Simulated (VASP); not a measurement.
# BAs (F-43m) in VASP: notebook, part 2 of 2

VASP 6.6.1. Earlier steps stand in the parts before.

### Step 4. Single point, LDA (14.17 Å³/atom)

This run uses another cell than the first one, of 14.17 Å³/atom.

The input, INCAR:

```
SYSTEM = BAs
PREC = Accurate ; ENCUT = 520
EDIFF = 1E-6 ; ISMEAR = -1
SIGMA = 0.03 ; LREAL = .False.
LASPH = .True. ; NELM = 80
ALGO = Normal ; ISIF = 2
LWAVE = .False. ; LCHARG = .False.
NBANDS = 11
```

The input, KPOINTS:

```
regular mesh
0
Gamma
  15 15 15
  0 0 0
```

The input, POSCAR:

```
BAs
1.0
    0.0000000000      2.4199312360      2.4199312360
    2.4199312360      0.0000000000      2.4199312360
    2.4199312360      2.4199312360      0.0000000000
B As
1 1
Direct
    0.0000000000      0.0000000000      0.0000000000
    0.7500000000      0.7500000000      0.7500000000
```

Potentials or basis: VASP PAW LDA potentials, release 64 (B, As).

On the command line:

```
$ cat potpaw_LDA.64/B/POTCAR potpaw_LDA.64/As/POTCAR > POTCAR
$ mpirun -np 1 vasp_std > vasp.out
```

OUTCAR:

```text
SYSTEM = BAs
   PREC = Accurate
   ENCUT = 520
   EDIFF = 1E-6
   ISMEAR = -1
   LREAL = .False.
   LASPH = .True.
   NELM = 80
   ISIF = 2

 ion  position               nearest neighbor table
   1  0.000  0.000  0.000-   2 2.10   2 2.10   2 2.10   2 2.10
   2  0.750  0.750  0.750-   1 2.10   1 2.10   1 2.10   1 2.10

  LATTYP: Found a face centered cubic cell.
 ALAT       =     4.8398624720

  Lattice vectors:

 A1 = (   0.0000000000,   2.4199312360,   2.4199312360)
 A2 = (   2.4199312360,   0.0000000000,   2.4199312360)
 A3 = (   2.4199312360,   2.4199312360,   0.0000000000)

Analysis of symmetry for initial positions (statically):
=====================================================================
 Subroutine PRICEL returns:
 Original cell was already a primitive cell.

 Routine SETGRP: Setting up the symmetry group for a
 face centered cubic supercell.

 Subroutine GETGRP returns: Found 24 space group operations
 (whereof 24 operations were pure point group operations)
 out of a pool of 48 trial point group operations.

The static configuration has the point symmetry T_d .

Analysis of symmetry for dynamics (positions and initial velocities):
=====================================================================
 Subroutine PRICEL returns:
 Original cell was already a primitive cell.

 Routine SETGRP: Setting up the symmetry group for a
 face centered cubic supercell.

 Subroutine GETGRP returns: Found 24 space group operations
 (whereof 24 operations were pure point group operations)
 out of a pool of 48 trial point group operations.

The dynamic configuration has the point symmetry T_d .

 Subroutine INISYM returns: Found 24 space group operations
 (whereof 24 operations are pure point group operations),
 and found     1 'primitive' translations

----------------------------------------------------------------------------------------

                                     Primitive cell

  volume of cell :      28.3426

  direct lattice vectors                    reciprocal lattice vectors
     0.000000000  2.419931236  2.419931236    -0.206617441  0.206617441  0.206617441
[... 116 lines left out ...]
   LRPA    =     F    only Hartree local field effects (RPA)
 non-spin polarized calculation
  energy-cutoff  :      520.00
  volume of cell :       28.34
 maximum number of plane-waves:       785
 NGX is ok and might be reduce to    28
   NGX = 13   NGY = 13   NGZ = 13

 number of electron       8.0000000 magnetization

 Free energy of the ion-electron system (eV)
  ---------------------------------------------------
  ext. energy  EPLUGINS =         0.00000000
  ---------------------------------------------------
  free energy    TOTEN  =       -12.88343400 eV

  energy without entropy =      -12.88343400  energy(sigma->0) =      -12.88343400

 E-fermi :   6.2781     XC(G=0): -10.6216

 val. band max:        5.7215268344   @ k =   0.0000   0.0000   0.0000
 cond. band min:       6.8774616070   @ k =   0.4000   0.4000   0.0000
 fundamental gap:      1.1559347726
 Fermi energy:         6.2780876753

 k-point     1 :       0.0000    0.0000    0.0000
  band No.  band energies     occupation
      1      -9.3062      2.00000
      2       5.7215      2.00000
      3       5.7215      2.00000
      4       5.7215      2.00000
      5       8.9215      0.00000
      6       8.9215      0.00000
      7       8.9215      0.00000
      8       9.9201      0.00000
      9      14.8860      0.00000
     10      18.5932      0.00000
     11      18.5932      0.00000
[... 309 lines left out ...]
 k-point    24 :       0.2000    0.1333    0.0000
  band No.  band energies     occupation
      1      -8.6796      2.00000
      2       2.9475      2.00000
      3       4.1025      2.00000
      4       4.2881      2.00000
      5       8.1610      0.00000
      6      10.5688      0.00000
      7      11.1258      0.00000
      8      11.5932      0.00000
      9      15.3448      0.00000
     10      17.0666      0.00000
     11      18.8058      0.00000

 [... further k-points ...]

------------------------ aborting loop because EDIFF is reached ----------------------------------------

  FORCE on cell =-STRESS in cart. coord.  units (eV):
  Direction    XX          YY          ZZ          XY          YZ          ZX
  --------------------------------------------------------------------------------------
  -------------------------------------------------------------------------------------
  Total       -1.4057122     -1.4057122     -1.4057122     -0.0000000     -0.0000000      0.0000000
  in kB      -79.4635435    -79.4635435    -79.4635435     -0.0000000     -0.0000000      0.0000000
  external PRESSURE =     -79.4635435 kB  Pullay stress =       0.0000000 kB

 VOLUME and BASIS-vectors are now :
 -----------------------------------------------------------------------------
  energy-cutoff  :      520.00
  volume of cell :       28.34
      direct lattice vectors                 reciprocal lattice vectors
     0.000000000  2.419931236  2.419931236    -0.206617441  0.206617441  0.206617441
     2.419931236  0.000000000  2.419931236     0.206617441 -0.206617441  0.206617441
     2.419931236  2.419931236  0.000000000     0.206617441  0.206617441 -0.206617441

 POSITION                                       TOTAL-FORCE (eV/Angst)
 -----------------------------------------------------------------------------------
      0.00000      0.00000      0.00000        -0.000000     -0.000000     -0.000000
      3.62990      3.62990      3.62990         0.000000      0.000000      0.000000
 -----------------------------------------------------------------------------------
    total drift:                                0.000000      0.000000      0.000000

  FREE ENERGIE OF THE ION-ELECTRON SYSTEM (eV)
  ---------------------------------------------------
  free  energy   TOTEN  =       -12.8834340015 eV

  energy  without entropy=      -12.8834340015  energy(sigma->0) =      -12.88343400
```

OSZICAR:

```text
N       E                     dE             d eps       ncg     rms          rms(c)
DAV:   1     0.107591128488E+02    0.10759E+02   -0.37371E+03  2640   0.638E+02
DAV:   2    -0.127996717841E+02   -0.23559E+02   -0.22575E+02  3663   0.104E+02
DAV:   3    -0.135243614524E+02   -0.72469E+00   -0.72314E+00  3270   0.170E+01
DAV:   4    -0.135265509711E+02   -0.21895E-02   -0.21894E-02  2902   0.107E+00
DAV:   5    -0.135265549120E+02   -0.39409E-05   -0.39409E-05  3189   0.481E-02    0.473E+00
DAV:   6    -0.129654562500E+02    0.56110E+00   -0.15561E+00  2817   0.488E+00    0.224E+00
DAV:   7    -0.128959321717E+02    0.69524E-01   -0.16258E-01  3098   0.203E+00    0.868E-01
DAV:   8    -0.128834040285E+02    0.12528E-01   -0.21926E-02  3018   0.771E-01    0.935E-02
DAV:   9    -0.128834254041E+02   -0.21376E-04   -0.76505E-04  2951   0.165E-01    0.523E-02
DAV:  10    -0.128834327107E+02   -0.73066E-05   -0.76897E-05  2814   0.498E-02    0.119E-02
DAV:  11    -0.128834341303E+02   -0.14196E-05   -0.15557E-06  3153   0.814E-03    0.106E-02
DAV:  12    -0.128834340015E+02    0.12880E-06   -0.80028E-07  1398   0.373E-03
   1 F= -.12883434E+02 E0= -.12883434E+02  d E =-.155279E-10
```

stdout:

```text
POSCAR found type information on POSCAR B As
 POSCAR found :  2 types and       2 ions
 scaLAPACK will be used
 LDA part: xc-table for (Slater(with rela. corr.)+CA(PZ))
 , standard interpolation
 POSCAR, INCAR and KPOINTS ok, starting setup
 FFT: planning ... GRIDC
 FFT: planning ... GRID_SOFT
 FFT: planning ... GRID
 WAVECAR not read
 entering main loop
```

Run time: 34 s. Hardware: 1 thread of Intel Xeon 8259CL, shared host; peak memory 0.17 GiB.

Results:

- Free energy: -12.8834 eV
- Pressure: -7.9 GPa
- Band gap on the k mesh: 1.16 eV (least direct gap 3.20 eV)

Levels at points of the mesh, in eV from the valence-band top:
```tsv
k point	band 1	band 2	band 3	band 4	band 5	band 6	band 7	band 8
(0.00, 0.00, 0.00)	-15.03	0.00	0.00	0.00	3.20	3.20	3.20	4.20
```

Caveat: the cell stands under tension; an odd mesh through Γ misses points on the zone boundary, where band edges can lie.

### Step 5. Single point, LDA (14.44 Å³/atom)

This run uses another cell than the first one, of 14.44 Å³/atom.

The input, INCAR:

```
PREC = Accurate ; ENCUT = 520
EDIFF = 1E-7 ; ISMEAR = -1
SIGMA = 0.03 ; LREAL = F
LASPH = T ; NELM = 80
ALGO = Normal ; ISIF = 2
LWAVE = F ; LCHARG = T
LELF = T ; LVHAR = T
NBANDS = 11
```

The input, KPOINTS:

```
regular mesh
0
Gamma
  15 15 15
```

The input, POSCAR:

```
BAs
1.0
    0.0000000000      2.4353452264      2.4353452264
    2.4353452264      0.0000000000      2.4353452264
    2.4353452264      2.4353452264      0.0000000000
B As
1 1
Direct
    0.0000000000      0.0000000000      0.0000000000
    0.7500000000      0.7500000000      0.7500000000
```

On the command line:

```
$ cat potpaw_LDA.64/B/POTCAR potpaw_LDA.64/As/POTCAR > POTCAR
$ mpirun -np 1 vasp_std > vasp.out
```

Wall time 37 s (1 thread of Intel Xeon 8259CL, shared host); peak memory 0.17 GiB.

It converged, with:

| Quantity | Value |
| --- | --- |
| Free energy | -12.8529 eV |
| Pressure | -10.0 GPa |
| Band gap on the k mesh | 1.17 eV (least direct gap 3.18 eV) |

Levels at points of the mesh, in eV from the valence-band top:
```
           k point  band 1  band 2  band 3  band 4  band 5  band 6  band 7  band 8
(0.00, 0.00, 0.00)  -14.86    0.00    0.00    0.00    3.18    3.18    3.18    3.96
```

Caveat: the cell stands under tension; an odd mesh through Γ misses points on the zone boundary, where band edges can lie.

### Step 6. Summary

```csv
cell,gap on the mesh (eV),pressure (GPa)
"a = 3.400 Å, angles 60.0°, 2 atoms",1.14,-5.6
"a = 3.422 Å, angles 60.0°, 2 atoms",1.16,-7.9
"a = 3.444 Å, angles 60.0°, 2 atoms",1.17,-10.0
```

Alike in all rows: task single point; level LDA; potentials or basis VASP PAW LDA potentials, release 64 (B, As); no spin polarisation; k mesh 15 × 15 × 15; cutoff (eV) 520; smearing fermi-dirac 0.03 eV.

Caveats: the cell stands under tension; an odd mesh through Γ misses points on the zone boundary, where band edges can lie.

Total energies depend on the potentials used, so only differences within one code and one set of settings carry meaning.
